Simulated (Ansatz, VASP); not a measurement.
## Mo in VASP and in Ansatz

INCAR

```
SYSTEM = Mo
  PREC = Accurate
  ENCUT = 600
  EDIFF = 1E-6
  ISMEAR = -1
  SIGMA = 0.15
  LREAL = .False.
  LASPH = .True.
  NELM = 80
  ALGO = Fast
  ISIF = 3
  LWAVE = .False.
  LCHARG = .False.
  IBRION = 2
  NSW = 80
  EDIFFG = -0.001
```

File KPOINTS:

```
Automatic mesh
0
Gamma
  16 16 16
  0 0 0
```

File POSCAR:

```
Mo
1.0
   -1.5554614235      1.5554614235      1.5554614235
    1.5554614235     -1.5554614235      1.5554614235
    1.5554614235      1.5554614235     -1.5554614235
Mo
1
Direct
    0.0000000000      0.0000000000      0.0000000000
```

Input for Ansatz:

```yaml
crystal:
  lattice:
    - [-1.5554614235, 1.5554614235, 1.5554614235]
    - [1.5554614235, -1.5554614235, 1.5554614235]
    - [1.5554614235, 1.5554614235, -1.5554614235]
  atoms:
    - { symbol: Mo, position: [0.0, 0.0, 0.0] }
basis:
  ecutwfc: 600.0
kpoints:
  mp_grid: { grid: [16, 16, 16] }
hamiltonian:
  xc: lda
  pseudopotentials: { kind: paw, azcp: { folder: soft_1 } }
scf:
  occupations: { method: fermi_dirac, width: 0.15 }
output:
  forces: true
  stress: true
  eigenvalues: true
relax:
  adjacent_minimum: "off"
  f_tol: 0.001
  max_steps: 60
  cell: { stress_tol: 0.01 }
```

Alike in both runs: task relaxation of cell and atoms; functional LDA; k mesh 16 × 16 × 16; occupations fermi-dirac, width 0.15 eV; no spin polarisation.

```csv
,VASP,Ansatz
version,VASP 6.6.1,Ansatz 0.2.0
potentials or method,"VASP PAW LDA potentials, release 64 (Mo_sv), cutoff 600 eV","scalar-relativistic, plane waves, PAW"
valence electrons in the cell,14,14
```

VASP gave:

- gap on the k mesh at the Fermi level, each at its own relaxed structure (eV): none
- relaxed volume (Å³/atom): 15.12
- relaxed cell length with the largest relative difference (Å): 2.698

Question: Which values does Ansatz return?

Answer: gap on the k mesh at the Fermi level, each at its own relaxed structure (eV): none; relaxed volume (Å³/atom): 15.06; relaxed cell length with the largest relative difference (Å): 2.695.

Ansatz warns that its potentials were made for another functional, while VASP's fit it. LDA's correlation is that of Perdew and Zunger in VASP and of Perdew and Wang (1992) in Ansatz. A gap of «none» marks a metal or a gap that the smearing closes.
